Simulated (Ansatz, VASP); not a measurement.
# Two plane-wave programs on CrCuTe3

```xyz
5
Lattice="4.7377 0.0000 0.0000 0.0000 4.7377 0.0000 0.0000 0.0000 5.3245" Properties=species:S:1:pos:R:3 pbc="T T T"
Cr    0.0000    0.0000    0.0000
Cu    2.3688    2.3688    2.6622
Te    0.0000    0.0000    2.6622
Te    0.0000    2.3688    0.0000
Te    2.3688    0.0000    0.0000
```

Change from the starting cell: species swapped into the KCrF3 type (P4/mmm, No. 123).

Alike in both runs: task single point; functional PBE; k mesh 4 × 4 × 4; occupations gaussian, width 0.1 eV; collinear spin.

```csv
,VASP,Ansatz
version,VASP 6.6.1,Ansatz 0.2.0
potentials or method,"VASP PAW PBE potentials, release 64 (Cr_pv, Cu, Te), cutoff 520 eV","scalar-relativistic, plane waves, PAW"
valence electrons in the cell,41,81
```

VASP gave:

```
gap on the k mesh at the Fermi level (eV)                     : none
pressure (GPa)                                                : 9.9
traceless stress, the component that is largest in VASP (GPa) : -2.13
net moment per atom (μB)                                      : 0.33
size of the moment on the site where the two differ most (μB) : 1.71
```

Q: Estimate Ansatz's values.

A: gap on the k mesh at the Fermi level (eV): none; pressure (GPa): 10.1; traceless stress, the component that is largest in VASP (GPa): -2.24; net moment per atom (μB): 0.32; size of the moment on the site where the two differ most (μB): 1.58.

Site moments also hang on the region over which each program counts them. A gap of «none» marks a metal or a gap that the smearing closes. VASP's potentials hold 41 valence electrons a cell and Ansatz's 81, so a difference there can come from the potentials and not from the codes.

Neither program's run includes spin-orbit coupling.
